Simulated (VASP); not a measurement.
Wanted: the native input for a VASP 6.6.1 run.

- Task: single point
- Functional: PBE
- Potentials or basis: VASP PAW PBE potentials, release 64 (B, Se)
- Cutoff: 520 eV
- k mesh: 16 × 16 × 16
- Occupations: fermi-dirac, width 0.15 eV
- Spin: no spin polarisation
- Dipole correction: no
- Further INCAR settings: ALGO = Normal; EDIFF = 1e-06; NBANDS = 12

The structure of BSe lies in POSCAR:

```
BSe
1.0
    0.0000000000      2.3529932504      2.3529932504
    2.3529932504      0.0000000000      2.3529932504
    2.3529932504      2.3529932504      0.0000000000
B Se
1 1
Direct
    0.0000000000      0.0000000000      0.0000000000
    0.5000000000      0.5000000000      0.5000000000
```

These files were run (other wordings do the same):

INCAR

```
  ALGO = Normal
  EDIFF = 1E-6
  ENCUT = 520
  GGA = PE
  ISIF = 2
  ISMEAR = -1
  LASPH = True
  LCHARG = False
  LREAL = False
  LWAVE = False
  NBANDS = 12
  NELM = 100
  PREC = Accurate
  SIGMA = 0.15
```

KPOINTS

```
k-points
0
Gamma
  16 16 16
```

Potentials or basis: VASP PAW PBE potentials, release 64 (B, Se).

The run is started by

```bash
$ cat potpaw_PBE.64/B/POTCAR potpaw_PBE.64/Se/POTCAR > POTCAR
$ mpirun -np 1 vasp_std > vasp.out
```

Results of the run:

| Item | Value |
| --- | --- |
| Pressure | 0.1 GPa |
| Band gap on the k mesh | zero (an odd number of electrons rules out a gap without spin polarisation) |

Wall time 76 s on 1 thread of Intel Xeon 8259CL (shared host), peak memory 0.19 GiB.
